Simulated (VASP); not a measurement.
Here is a VASP 6.6.1 calculation.

The input POSCAR.step1:

```
Cs2AgBiBr6
1.0
    0.0000000000      5.4422935457      5.4422935457
    5.4422935457      0.0000000000      5.4422935457
    5.4422935457      5.4422935457      0.0000000000
Bi Cs Ag Br
1 2 1 6
Direct
    0.0000000000      0.0000000000      0.0000000000
    0.7500000000      0.7500000000      0.7500000000
    0.2500000000      0.2500000000      0.2500000000
    0.5000000000      0.5000000000      0.5000000000
    0.7494500000      0.7494500000      0.2505500000
    0.2505500000      0.2505500000      0.7494500000
    0.7494500000      0.2505500000      0.2505500000
    0.7494500000      0.2505500000      0.7494500000
    0.2505500000      0.7494500000      0.7494500000
    0.2505500000      0.7494500000      0.2505500000
```

File POSCAR.step2:

```
Cs2AgBiBr6
1.0
    0.0000000000      5.5014535452      5.5014535452
    5.5014535452      0.0000000000      5.5014535452
    5.5014535452      5.5014535452      0.0000000000
Bi Cs Ag Br
1 2 1 6
Direct
    0.0000000000      0.0000000000      0.0000000000
    0.7500000000      0.7500000000      0.7500000000
    0.2500000000      0.2500000000      0.2500000000
    0.5000000000      0.5000000000      0.5000000000
    0.7494500000      0.7494500000      0.2505500000
    0.2505500000      0.2505500000      0.7494500000
    0.7494500000      0.2505500000      0.2505500000
    0.7494500000      0.2505500000      0.7494500000
    0.2505500000      0.7494500000      0.7494500000
    0.2505500000      0.7494500000      0.2505500000
```

Contents of POSCAR.step3:

```
Cs2AgBiBr6
1.0
    0.0000000000      5.5593678384      5.5593678384
    5.5593678384      0.0000000000      5.5593678384
    5.5593678384      5.5593678384      0.0000000000
Bi Cs Ag Br
1 2 1 6
Direct
    0.0000000000      0.0000000000      0.0000000000
    0.7500000000      0.7500000000      0.7500000000
    0.2500000000      0.2500000000      0.2500000000
    0.5000000000      0.5000000000      0.5000000000
    0.7494500000      0.7494500000      0.2505500000
    0.2505500000      0.2505500000      0.7494500000
    0.7494500000      0.2505500000      0.2505500000
    0.7494500000      0.2505500000      0.7494500000
    0.2505500000      0.7494500000      0.7494500000
    0.2505500000      0.7494500000      0.2505500000
```

Contents of POSCAR.step4:

```
Cs2AgBiBr6
1.0
    0.0000000000      5.6161000000      5.6161000000
    5.6161000000      0.0000000000      5.6161000000
    5.6161000000      5.6161000000      0.0000000000
Bi Cs Ag Br
1 2 1 6
Direct
    0.0000000000      0.0000000000      0.0000000000
    0.7500000000      0.7500000000      0.7500000000
    0.2500000000      0.2500000000      0.2500000000
    0.5000000000      0.5000000000      0.5000000000
    0.7494500000      0.7494500000      0.2505500000
    0.2505500000      0.2505500000      0.7494500000
    0.7494500000      0.2505500000      0.2505500000
    0.7494500000      0.2505500000      0.7494500000
    0.2505500000      0.7494500000      0.7494500000
    0.2505500000      0.7494500000      0.2505500000
```

File POSCAR.step5:

```
Cs2AgBiBr6
1.0
    0.0000000000      5.6717085670      5.6717085670
    5.6717085670      0.0000000000      5.6717085670
    5.6717085670      5.6717085670      0.0000000000
Bi Cs Ag Br
1 2 1 6
Direct
    0.0000000000      0.0000000000      0.0000000000
    0.7500000000      0.7500000000      0.7500000000
    0.2500000000      0.2500000000      0.2500000000
    0.5000000000      0.5000000000      0.5000000000
    0.7494500000      0.7494500000      0.2505500000
    0.2505500000      0.2505500000      0.7494500000
    0.7494500000      0.2505500000      0.2505500000
    0.7494500000      0.2505500000      0.7494500000
    0.2505500000      0.7494500000      0.7494500000
    0.2505500000      0.7494500000      0.2505500000
```

POSCAR.step6

```
Cs2AgBiBr6
1.0
    0.0000000000      5.7262475720      5.7262475720
    5.7262475720      0.0000000000      5.7262475720
    5.7262475720      5.7262475720      0.0000000000
Bi Cs Ag Br
1 2 1 6
Direct
    0.0000000000      0.0000000000      0.0000000000
    0.7500000000      0.7500000000      0.7500000000
    0.2500000000      0.2500000000      0.2500000000
    0.5000000000      0.5000000000      0.5000000000
    0.7494500000      0.7494500000      0.2505500000
    0.2505500000      0.2505500000      0.7494500000
    0.7494500000      0.2505500000      0.2505500000
    0.7494500000      0.2505500000      0.7494500000
    0.2505500000      0.7494500000      0.7494500000
    0.2505500000      0.7494500000      0.2505500000
```

POSCAR.step7

```
Cs2AgBiBr6
1.0
    0.0000000000      5.7797670065      5.7797670065
    5.7797670065      0.0000000000      5.7797670065
    5.7797670065      5.7797670065      0.0000000000
Bi Cs Ag Br
1 2 1 6
Direct
    0.0000000000      0.0000000000      0.0000000000
    0.7500000000      0.7500000000      0.7500000000
    0.2500000000      0.2500000000      0.2500000000
    0.5000000000      0.5000000000      0.5000000000
    0.7494500000      0.7494500000      0.2505500000
    0.2505500000      0.2505500000      0.7494500000
    0.7494500000      0.2505500000      0.2505500000
    0.7494500000      0.2505500000      0.7494500000
    0.2505500000      0.7494500000      0.7494500000
    0.2505500000      0.7494500000      0.2505500000
```

File INCAR:

```
SYSTEM = Cs2AgBiBr6
GGA = AM ; ISMEAR = 0
SIGMA = 0.03 ; LWAVE = .FALSE.
LCHARG = .FALSE. ; ISIF = 2
NSW = 0 ; PREC = Accurate
LASPH = .TRUE. ; LREAL = .FALSE.
ALGO = Normal ; EDIFF = 1E-7
NELM = 120 ; GGA_COMPAT = .FALSE.
ENCUT = 650 ; EFERMI = MIDGAP
KPAR = 8
```

KPOINTS

```
Automatic mesh
0
Gamma
  6 6 6
  0 0 0
```

Potentials or basis: VASP PAW PBE potentials, release 64 (Bi_d, Cs_sv, Ag, Br).

Run with:

```bash
$ cat potpaw_PBE.64/Bi_d/POTCAR potpaw_PBE.64/Cs_sv/POTCAR potpaw_PBE.64/Ag/POTCAR potpaw_PBE.64/Br/POTCAR > POTCAR
$ cp POSCAR.step1 POSCAR
$ mpirun -np 8 vasp_std > vasp.out
$ cp POSCAR.step2 POSCAR
$ mpirun -np 8 vasp_std > vasp.out
$ cp POSCAR.step3 POSCAR
$ mpirun -np 8 vasp_std > vasp.out
$ cp POSCAR.step4 POSCAR
$ mpirun -np 8 vasp_std > vasp.out
$ cp POSCAR.step5 POSCAR
$ mpirun -np 8 vasp_std > vasp.out
$ cp POSCAR.step6 POSCAR
$ mpirun -np 8 vasp_std > vasp.out
$ cp POSCAR.step7 POSCAR
$ mpirun -np 8 vasp_std > vasp.out
```

Problem. What does it give for the equilibrium volume?

Solution. 36.49 Å³/atom.

Problem. Predict the pressure derivative of the bulk modulus.

Solution. 5.0.

Energy against volume, from the lowest point:
| volume (Å³/atom) | energy (meV/atom) |
| --- | --- |
| 32.239 | 48.26 |
| 33.301 | 25.45 |
| 34.364 | 10.63 |
| 35.427 | 2.50 |
| 36.490 | 0.00 |
| 37.553 | 2.23 |
| 38.615 | 8.43 |

Caveat: the cell was scaled at fixed shape and fractional positions, which overstates the stiffness of a crystal with free parameters, most of all of layers and chains; the PAW data sets were made with another functional, which shifts forces and pressure a little; spin-orbit coupling is left out, which moves the levels of the heavy elements.
